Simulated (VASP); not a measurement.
# AgCl: single point with PBE

Crystal: AgCl.

```
Ag Cl
1.0
     0.00000    2.85513    2.85513
     2.80602    0.04911    2.80602
     2.80602    2.80602    0.04911
Ag Cl
1 1
Direct
  0.50000 0.50000 0.50000
  0.00000 0.00000 0.00000
```

This cell differs from its parent crystal: strain +0.0350 x Voigt [0, 0, 0, 1, 0, 0].

```
Program             : VASP 6.6.1
Task                : single point
Functional          : PBE
Potentials or basis : VASP PAW PBE potentials, release 64 (Ag, Cl)
Cutoff              : 520 eV
k mesh              : 8 × 8 × 8
Occupations         : gaussian, width 0.05 eV
Spin                : no spin polarisation
```

The pressure is -0.1 GPa. The band gap on the k mesh is 0.89 eV (least direct gap 3.02 eV).

Stress tensor (GPa, compression positive):
```
-0.16  0.00  0.00
 0.00 -0.14 -0.22
 0.00 -0.22 -0.14
```

Levels at points of the mesh, in eV from the valence-band top:
```csv
k point,band 5,band 6,band 7,band 8,band 9,band 10,band 11,band 12,band 13,band 14
"(0.00, 0.00, 0.00)",-2.29,-2.28,-2.27,-2.21,-2.13,0.89,10.64,10.84,11.05,12.35
"(0.50, 0.00, 0.00)",-2.03,-1.99,-1.72,-0.06,-0.02,4.36,6.24,7.73,7.93,13.41
"(0.00, 0.50, 0.00)",-2.00,-1.98,-1.67,-0.03,0.00,4.25,6.39,7.51,7.70,13.34
"(0.50, 0.50, 0.00)",-2.63,-2.12,-1.89,-1.89,-1.83,2.42,8.05,8.47,11.31,11.32
"(0.00, 0.50, 0.50)",-2.63,-2.12,-1.89,-1.89,-1.82,2.40,8.06,8.49,11.15,11.48
```

Wall time 63 s on 1 thread of Intel Xeon 8259CL, with other jobs on the host, peak memory 0.21 GiB.

Caveat: the cell differs from its parent crystal (strain +0.0350 x Voigt [0, 0, 0, 1, 0, 0]). A k mesh can miss the band edges.
